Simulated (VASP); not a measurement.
Here is a VASP 6.6.1 calculation.

File INCAR:

```
ALGO = Normal
EDIFF = 1E-6
ENCUT = 520
GGA = CA
ISIF = 2
ISMEAR = 0
LASPH = T
LCHARG = T
LELF = T
LREAL = F
LVHAR = T
LWAVE = F
NBANDS = 18
NELM = 60
PREC = Accurate
SIGMA = 0.1
```

File KPOINTS:

```
k-points
0
Gamma
  11 11 5
```

The input POSCAR:

```
Ta
1.0
    2.8420490948      0.0000000000      0.0000000000
   -1.4210245474      2.4612867149      0.0000000000
    0.0000000000      0.0000000000      5.1015680845
Ta
2
Direct
    0.6666666667      0.3333333333      0.7500000000
    0.3333333333      0.6666666667      0.2500000000
```

Potentials or basis: VASP PAW LDA potentials, release 64 (Ta_pv).

Command:

```console
$ cat potpaw_LDA.64/Ta_pv/POTCAR > POTCAR
$ mpirun -np 1 vasp_std > vasp.out
```

Question: What does it give for the band gap on the k mesh?

Answer: Zero (bands 11 and 12 overlap by 1.75 eV).

Question: Predict the pressure.

Answer: -1.2 GPa.

Stress tensor (GPa, compression positive):
```
-1.19  0.00  0.00
 0.00 -1.19  0.00
 0.00  0.00 -1.28
```

Caveat: spin-orbit coupling is left out, which moves the levels of the heavy elements.
